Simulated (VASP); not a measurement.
# H (P6_3/mmc) in VASP: further runs

Runs on H. Level: PBE. Tasks: electric field gradients.

Everything below comes from runs of VASP 6.6.1. Logs are shortened: lines on timing, memory, paths and dates and some standing lists are left out, and cuts for length are marked.

## 1. The cell of the first run

Symmetry: P6_3/mmc, No. 194, hexagonal system. Conventional cell: a = 1.932 Å, b = 1.932 Å, c = 1.905 Å, α = 90.00°, β = 90.00°, γ = 120.00°. H (site symmetry -6m2) has 14 H at 1.47 to 1.93 Å within 2.0 Å.

## 2. Electric field gradients, PBE

Input file INCAR:

```
SYSTEM = H
ALGO = Normal
EDIFF = 1E-8
ENCUT = 520
GGA = PE
ISIF = 2
ISMEAR = -1
LASPH = .TRUE.
LCHARG = .FALSE.
LEFG = .TRUE.
LREAL = .FALSE.
LWAVE = .FALSE.
NBANDS = 8
NELM = 60
PREC = Accurate
SIGMA = 0.05
```

Input file KPOINTS:

```
k-points
0
G
  17 17 9
  0 0 0
```

Input file POSCAR:

```
H
1.0
    1.9322960429      0.0000000000      0.0000000000
   -0.9661480214      1.6734174608      0.0000000000
    0.0000000000      0.0000000000      1.9047121375
H
2
Direct
    0.3333333333      0.6666666667      0.2500000000
    0.6666666667      0.3333333333      0.7500000000
```

Potentials or basis: VASP PAW PBE potentials, release 64 (H).

The run is started by

```bash
$ cat potpaw_PBE.64/H/POTCAR > POTCAR
$ mpirun -np 1 vasp_std > vasp.out
```

OUTCAR:

```text
SYSTEM = H
   EDIFF = 1E-8
   ENCUT = 520
   GGA = PE
   ISIF = 2
   ISMEAR = -1
   LASPH = .TRUE.
   LREAL = .FALSE.
   NELM = 60
   PREC = Accurate

 ion  position               nearest neighbor table
   1  0.333  0.667  0.250-
   2  0.667  0.333  0.750-

  LATTYP: Found a hexagonal cell.
 ALAT       =     1.9322960429
 C/A-ratio  =     0.9857248037

  Lattice vectors:

 A1 = (   1.9322960429,   0.0000000000,   0.0000000000)
 A2 = (  -0.9661480214,   1.6734174608,   0.0000000000)
 A3 = (   0.0000000000,   0.0000000000,   1.9047121375)

Analysis of symmetry for initial positions (statically):
=====================================================================
 Subroutine PRICEL returns:
 Original cell was already a primitive cell.

 Routine SETGRP: Setting up the symmetry group for a
 hexagonal supercell.

 Subroutine GETGRP returns: Found 24 space group operations
 (whereof 12 operations were pure point group operations)
 out of a pool of 24 trial point group operations.

The static configuration has the point symmetry D_3d.
 The point group associated with its full space group is D_6h.

Analysis of symmetry for dynamics (positions and initial velocities):
=====================================================================
 Subroutine PRICEL returns:
 Original cell was already a primitive cell.

 Routine SETGRP: Setting up the symmetry group for a
 hexagonal supercell.

 Subroutine GETGRP returns: Found 24 space group operations
 (whereof 12 operations were pure point group operations)
 out of a pool of 24 trial point group operations.

The dynamic configuration has the point symmetry D_3d.
 The point group associated with its full space group is D_6h.

 Subroutine INISYM returns: Found 24 space group operations
 (whereof 12 operations are pure point group operations),
 and found     1 'primitive' translations

----------------------------------------------------------------------------------------

                                     Primitive cell

  volume of cell :       6.1590

  direct lattice vectors                    reciprocal lattice vectors
     1.932296043  0.000000000  0.000000000     0.517519044  0.298789759  0.000000000
    -0.966148021  1.673417461  0.000000000     0.000000000  0.597579518  0.000000000
     0.000000000  0.000000000  1.904712138     0.000000000  0.000000000  0.525013717

  length of vectors
     1.932296043  1.932296043  1.904712138     0.597579518  0.597579518  0.525013717

  position of ions in fractional coordinates (direct lattice)
     0.333333333  0.666666667  0.250000000
     0.666666667  0.333333333  0.750000000

  ion indices of the primitive-cell ions
   primitive index   ion index
                 1           1
                 2           2

----------------------------------------------------------------------------------------

 KPOINTS: k-points

Automatic generation of k-mesh.
 Grid dimensions read from file:
 generate k-points for:   17   17    9

 Generating k-lattice:

  Cartesian coordinates                     Fractional coordinates (reciprocal lattice)
     0.030442297  0.017575868  0.000000000     0.058823529  0.000000000  0.000000000
     0.000000000  0.035151736  0.000000000     0.000000000  0.058823529  0.000000000
     0.000000000  0.000000000  0.058334857     0.000000000  0.000000000  0.111111111

  Length of vectors
     0.035151736  0.035151736  0.058334857

  Shift w.r.t. Gamma in fractional coordinates (k-lattice)
     0.000000000  0.000000000  0.000000000

 Subroutine IBZKPT returns following result:
 ===========================================

 Found    165 irreducible k-points:

 Following reciprocal coordinates:
            Coordinates               Weight
  0.000000  0.000000  0.000000      1.000000
  0.058824  0.000000  0.000000      6.000000
  0.117647  0.000000  0.000000      6.000000
  0.176471  0.000000  0.000000      6.000000
  0.235294  0.000000  0.000000      6.000000
  0.294118 -0.000000  0.000000      6.000000
[... 16 lines left out ...]
  0.411765  0.117647  0.000000     12.000000
  0.176471  0.176471  0.000000      6.000000
 [... further k-points ...]
   k-points           NKPTS =    165   k-points in BZ     NKDIM =    165   number of bands    NBANDS=      8
   number of dos      NEDOS =    301   number of ions     NIONS =      2
   total plane-waves  NPLWV =   2744
   dimension x,y,z NGX =    14 NGY =   14 NGZ =   14
   dimension x,y,z NGXF=    28 NGYF=   28 NGZF=   28
   ions per type =               2
   NGX,Y,Z   is equivalent  to a cutoff of  12.04, 12.04, 12.22 a.u.
   NGXF,Y,Z  is equivalent  to a cutoff of  24.09, 24.09, 24.44 a.u.
 SYSTEM =  H
   PREC   = accura    normal or accurate (medium, high low for compatibility)
   ISTART =      0    job   : 0-new  1-cont  2-samecut
   ICHARG =      2    charge: 1-file 2-atom 10-const
   ISPIN  =      1    spin polarized calculation?
   LNONCOLLINEAR =      F non collinear calculations
   LSORBIT =      F    spin-orbit coupling
   LASPH  =      T    aspherical Exc in radial PAW
   ENCUT  =  520.0 eV  38.22 Ry    6.18 a.u.   3.59  3.59  3.54*2*pi/ulx,y,z
   NELM   =     60;   NELMIN=  2; NELMDL= -5     # of ELM steps
   EDIFF  = 0.1E-07   stopping-criterion for ELM
   LREAL  =      F    real-space projection
   EDIFFG = 0.1E-06   stopping-criterion for IOM
   NSW    =      0    number of steps for IOM
   IBRION =     -1    ionic relax: 0-MD 1-quasi-New 2-CG
   NFREE  =      0    steps in history (QN), initial steepest desc. (CG)
   ISIF   =      2    stress and relaxation
   ISYM   =      2    0-nonsym 1-usesym 2-fastsym
   POTIM  = 0.5000    time-step for ionic-motion
   TEBEG  =    0.0;   TEEND  =   0.0 temperature during run
   PSTRESS=    0.0 pullay stress
   NELECT =       2.0000    total number of electrons
   NUPDOWN=      -1.0000    fix difference up-down
   EMIN   =  10.00;   EMAX   =-10.00  energy-range for DOS
   EFERMI =   0.00;   METHOD = LEGACY
   ISMEAR =    -1;   SIGMA  =   0.05  broadening in eV -4-tet -1-fermi 0-gaus
   EFERMI_NEDOS =   21; number of points for ismear=-14 and -15
   IALGO  =     38    algorithm
   IMIX   =      4    mixing-type and parameters
     AMIX     =   0.40;   BMIX     =  1.00
     AMIX_MAG =   1.60;   BMIX_MAG =  1.00
  volume/ion in A,a.u.               =       3.08        20.78
  Fermi-wavevector in a.u.,A,eV,Ry     =   1.125250  2.126414 17.227531  1.266188
  Thomas-Fermi vector in A             =   2.261926
   LORBIT       =      0    0 simple, 1 ext, 2 COOP (PROOUT), +10 PAW based schemes
   GGA     = PE    functional components
   LHFCALC =     F    Hartree Fock is set to
   AEXX    =    0.0000 exact exchange contribution
   IVDW    =     0    specifies the selected vdW correction
   LEPSILON=     F    determine dielectric tensor
   LRPA    =     F    only Hartree local field effects (RPA)
 non-spin polarized calculation
  energy-cutoff  :      520.00
  volume of cell :        6.16
 maximum number of plane-waves:       181
   NGX =  7   NGY =  7   NGZ =  7

 number of electron       2.0000000 magnetization

 Free energy of the ion-electron system (eV)
  ---------------------------------------------------
  ext. energy  EPLUGINS =         0.00000000
  ---------------------------------------------------
  free energy    TOTEN  =        -4.54054814 eV

  energy without entropy =       -4.53889790  energy(sigma->0) =       -4.53972302

 E-fermi :   2.7590     XC(G=0): -10.8843

 val. band max:        2.7135175749   @ k =   0.3529   0.2941   0.1111
 cond. band min:       2.7921656430   @ k =   0.4118   0.1765   0.1111
 fundamental gap:      0.0786480681
 Fermi energy:         2.7590406787

 k-point     1 :       0.0000    0.0000    0.0000
  band No.  band energies     occupation
      1     -13.4739      2.00000
      2      19.4239      0.00000
      3      30.8404      0.00000
      4      38.8279      0.00000
      5      41.3192      0.00000
      6      41.7245      0.00000
      7      41.7245      0.00000
      8      44.7418      0.00000

 k-point     2 :       0.0588    0.0000    0.0000
  band No.  band energies     occupation
      1     -13.2962      2.00000
      2      19.2479      0.00000
      3      31.0244      0.00000
      4      36.1635      0.00000
      5      38.6492      0.00000
      6      39.9225      0.00000
      7      43.7381      0.00000
      8      46.9088      0.00000

 k-point     3 :       0.1176    0.0000    0.0000
  band No.  band energies     occupation
      1     -12.7636      2.00000
      2      18.5957      0.00000
      3      31.5746      0.00000
      4      31.9623      0.00000
      5      36.5094      0.00000
      6      37.4888      0.00000
      7      46.9899      0.00000
      8      50.4414      0.00000

 k-point     4 :       0.1765    0.0000    0.0000
  band No.  band energies     occupation
      1     -11.8788      2.00000
      2      17.1323      0.00000
      3      28.4971      0.00000
      4      32.4947      0.00000
      5      35.2144      0.00000
      6      35.3198      0.00000
      7      50.5404      0.00000
      8      54.4375      0.00000

 k-point     5 :       0.2353    0.0000    0.0000
  band No.  band energies     occupation
      1     -10.6465      2.00000
      2      14.6314      0.00000
      3      26.2255      0.00000
      4      33.4922      0.00000
      5      33.7807      0.00000
      6      34.7114      0.00000
      7      53.6630      0.00000
      8      58.4437      0.00000
[... 177 lines left out ...]
 k-point    22 :       0.3529    0.1176    0.0000
  band No.  band energies     occupation
      1      -4.5600      2.00000
      2       5.0493      0.00000
      3      18.6196      0.00000
      4      33.5728      0.00000
      5      40.3050      0.00000
      6      40.5221      0.00000
      7      46.5030      0.00000
      8      50.0869      0.00000

 k-point    23 :       0.4118    0.1176    0.0000
  band No.  band energies     occupation
      1      -2.5481      2.00000
      2       2.4936      1.99015
      3      18.1845      0.00000
      4      34.1024      0.00000
      5      41.5405      0.00000
      6      42.7520      0.00000
      7      43.9503      0.00000
      8      46.9202      0.00000

 k-point    24 :       0.1765    0.1765    0.0000
  band No.  band energies     occupation
      1      -8.7273      2.00000
      2      12.1406      0.00000
      3      20.1276      0.00000
      4      31.5943      0.00000
      5      35.7958      0.00000
      6      45.4150      0.00000
      7      47.0804      0.00000
      8      55.1023      0.00000

 [... further k-points ...]
[... 5 lines left out ...]
  --------------------------------------------------------------------------------------
  -------------------------------------------------------------------------------------
  Total       -0.0132995     -0.0132995     -0.0190774     -0.0000000     -0.0000000      0.0000000
  in kB       -3.4597053     -3.4597053     -4.9627392     -0.0000000     -0.0000000      0.0000000
  external PRESSURE =      -3.9607166 kB  Pullay stress =       0.0000000 kB

 VOLUME and BASIS-vectors are now :
 -----------------------------------------------------------------------------
  energy-cutoff  :      520.00
  volume of cell :        6.16
      direct lattice vectors                 reciprocal lattice vectors
     1.932296043  0.000000000  0.000000000     0.517519044  0.298789759  0.000000000
    -0.966148021  1.673417461  0.000000000     0.000000000  0.597579518  0.000000000
     0.000000000  0.000000000  1.904712138     0.000000000  0.000000000  0.525013717

 POSITION                                       TOTAL-FORCE (eV/Angst)
 -----------------------------------------------------------------------------------
     -0.00000      1.11561      0.47618         0.000000      0.000000      0.000000
      0.96615      0.55781      1.42853        -0.000000      0.000000      0.000000
 -----------------------------------------------------------------------------------
    total drift:                               -0.000000      0.000000     -0.000000

  FREE ENERGIE OF THE ION-ELECTRON SYSTEM (eV)
  ---------------------------------------------------
  free  energy   TOTEN  =        -4.5405481389 eV

  energy  without entropy=       -4.5388978952  energy(sigma->0) =       -4.53972302

 Electric field gradients (V/A^2)
---------------------------------------------------------------------
 ion       V_xx      V_yy      V_zz      V_xy      V_xz      V_yz
---------------------------------------------------------------------
   1       0.023     0.023    -0.047    -0.000     0.000     0.000
   2       0.023     0.023    -0.047    -0.000     0.000     0.000
---------------------------------------------------------------------

 Electric field gradients after diagonalization (V/A^2)
 (convention: |V_zz| > |V_xx| > |V_yy|)
----------------------------------------------------------------------
 ion       V_xx      V_yy      V_zz     asymmetry (V_yy - V_xx)/ V_zz
----------------------------------------------------------------------
   1       0.023     0.023    -0.047       0.004
   2       0.023     0.023    -0.047       0.004
----------------------------------------------------------------------

           NMR quadrupolar parameters

 Cq : quadrupolar parameter    Cq=e*Q*V_zz/h
 eta: asymmetry parameters     (V_yy - V_xx)/ V_zz
 Q  : nuclear electric quadrupole moment in mb (millibarn)
----------------------------------------------------------------------
 ion       Cq(MHz)       eta       Q (mb)
----------------------------------------------------------------------
   1      -0.000       0.004       1.000
   2      -0.000       0.004       1.000
----------------------------------------------------------------------
```

Wall time 3.4 s (1 thread of Intel Xeon 6975P-C (Granite Rapids), shared host); peak memory 0.11 GiB.

Results:

```yaml
Free_energy: -4.5405 eV
Pressure: -0.4 GPa
Band_gap_on_the_k_mesh: zero (band 1 reaches 6.66 eV, above the bottom of band 2 at -1.15 eV)
```

Stress tensor (GPa, compression positive):
```
-0.35  0.00  0.00
 0.00 -0.35  0.00
 0.00  0.00 -0.50
```

Caveat: the k points lie up to 0.37 Å⁻¹ apart; without QUAD_EFG the Cq values of the log hold for a quadrupole moment of 1 mb, not for the nuclei.

(Continued in part 2 of 2.)
